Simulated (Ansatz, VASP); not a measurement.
**One calculation of GaO, two programs**

```xyz
8
Lattice="3.0740 0.0000 0.0000 -1.5370 2.6622 0.0000 0.0000 0.0000 13.0773" Properties=species:S:1:pos:R:3 pbc="T T T"
Ga    0.0000    1.7748    2.3147
Ga    1.5370    0.8874    8.8533
Ga    0.0000    1.7748    4.2240
Ga    1.5370    0.8874   10.7626
O     0.0000    1.7748    7.8464
O     1.5370    0.8874    1.3077
O     0.0000    1.7748   11.7695
O     1.5370    0.8874    5.2309
```

Alike in both runs: task relaxation of cell and atoms; functional PBE; k mesh 6 × 6 × 2; occupations gaussian, width 0.1 eV; no spin polarisation.

```csv
,VASP,Ansatz
version,VASP 6.6.1,Ansatz 0.2.0
potentials or method,"VASP PAW PBE potentials, release 64 (Ga_d, O), cutoff 600 eV","scalar-relativistic, plane waves, PAW"
valence electrons in the cell,76,76
```

Ansatz gave:

* gap on the k mesh at the Fermi level, each at its own relaxed structure (eV): 1.11
* relaxed volume (Å³/atom): 14.05
* relaxed cell length with the largest relative difference (Å): 13.439

Q: Estimate VASP's values.

A: gap on the k mesh at the Fermi level, each at its own relaxed structure (eV): 1.12; relaxed volume (Å³/atom): 14.28; relaxed cell length with the largest relative difference (Å): 13.642.
